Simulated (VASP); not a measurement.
# PbS (rocksalt type): relaxation of cell and atoms with r2SCAN

The system is PbS (rocksalt type).

```
Pb S
1.0
     0.00000    2.69344    2.69344
     2.69344    0.00000    2.69344
     2.69344    2.69344    0.00000
Pb S
1 1
Cartesian
  0.0000 0.0000 0.0000
  2.6934 2.6934 2.6934
```

| Property | Result |
| --- | --- |
| Program | VASP 6.6.1 |
| Task | relaxation of cell and atoms |
| Functional | r2SCAN |
| Potentials or basis | VASP PAW PBE potentials, release 64 (Pb_d, S) |
| Cutoff | 600 eV |
| k mesh | 12 × 12 × 12 |
| Occupations | fermi-dirac, width 0.05 eV |
| Spin | no spin polarisation |
| Dipole correction | no |
| Further INCAR settings | ALGO = Normal; EDIFF = 1e-06; IBRION = 2; EDIFFG = -0.005; NSW = 60; ISIF = 3 |

The relaxed volume is 26.65 Å³/atom. The relaxed cell is a = 4.224 Å, b = 4.224 Å, c = 4.224 Å, α = 60.00°, β = 60.00°, γ = 60.00° and the space group after relaxing (to 0.1 Å) is Fm-3m (No. 225). The energy gained by relaxing is 584.5 meV/atom, the ionic steps are 19 and the pressure after relaxing is 0.0 GPa. The band gap on the k mesh is 0.70 eV.

Step by step:
| step | energy change (eV) | largest force (eV/Å) | pressure (GPa) | volume (Å³) |
| --- | --- | --- | --- | --- |
| 1 | 0.0000 | 0.0000 | 34.40 | 39.08 |
| 2 | -0.6990 | 0.0000 | -8.29 | 67.94 |
| 3 | -1.1689 | 0.0000 | -0.16 | 53.46 |
| 4 | -1.1689 | 0.0000 | 0.17 | 53.14 |
| 5 | -1.1689 | 0.0000 | 0.18 | 53.14 |
| 6 | -1.1689 | 0.0000 | 0.20 | 53.15 |
| 7 | -1.1689 | 0.0000 | 0.17 | 53.15 |
| 8 | -1.1689 | 0.0000 | 0.17 | 53.15 |
| 9 | -1.1689 | 0.0000 | 0.17 | 53.15 |
| 10 | -1.1689 | 0.0000 | 0.17 | 53.15 |
| 11 | -1.1689 | 0.0000 | 0.17 | 53.15 |
| 12 | -1.1689 | 0.0000 | 0.17 | 53.15 |
| 13 | -1.1689 | 0.0000 | 0.18 | 53.15 |
| 14 | -1.1689 | 0.0000 | 0.18 | 53.15 |
| 15 | -1.1689 | 0.0000 | 0.16 | 53.16 |
| 16 | -1.1689 | 0.0000 | 0.16 | 53.17 |
| 17 | -1.1689 | 0.0000 | 0.14 | 53.19 |
| 18 | -1.1690 | 0.0000 | 0.12 | 53.23 |
| 19 | -1.1690 | 0.0000 | -0.01 | 53.31 |

Final structure:
```yaml
crystal:
  lattice:
    - [0.00000, 2.98713, 2.98713]
    - [2.98713, 0.00000, 2.98713]
    - [2.98713, 2.98713, 0.00000]
  atoms:
    - { symbol: Pb, position: [0.00000, 0.00000, 0.00000] }
    - { symbol: S, position: [0.50000, 0.50000, 0.50000] }
```

Levels at points of the mesh, in eV from the valence-band top:
| k point | band 6 | band 7 | band 8 | band 9 | band 10 | band 11 | band 12 | band 13 | band 14 |
| --- | --- | --- | --- | --- | --- | --- | --- | --- | --- |
| (0.00, 0.00, 0.00) | -14.00 | -6.13 | -2.20 | -2.20 | -2.20 | 5.51 | 5.51 | 5.51 | 7.21 |
| (0.50, 0.00, 0.00) | -12.80 | -8.96 | -1.81 | -1.81 | 0.00 | 0.70 | 2.25 | 2.25 | 9.16 |
| (0.50, 0.50, 0.00) | -12.37 | -7.31 | -5.18 | -3.45 | -3.45 | 4.26 | 5.95 | 6.02 | 6.02 |

Wall time 38 min on 1 thread of Intel Xeon 8259CL (shared host), peak memory 0.22 GiB.

Caveat: the volume moved by over 15 % at a fixed basis, so the end points are rough; the PAW data sets were made with another functional, which shifts forces and pressure a little; spin-orbit coupling is left out, which moves the levels of the heavy elements. A k mesh can miss the band edges.
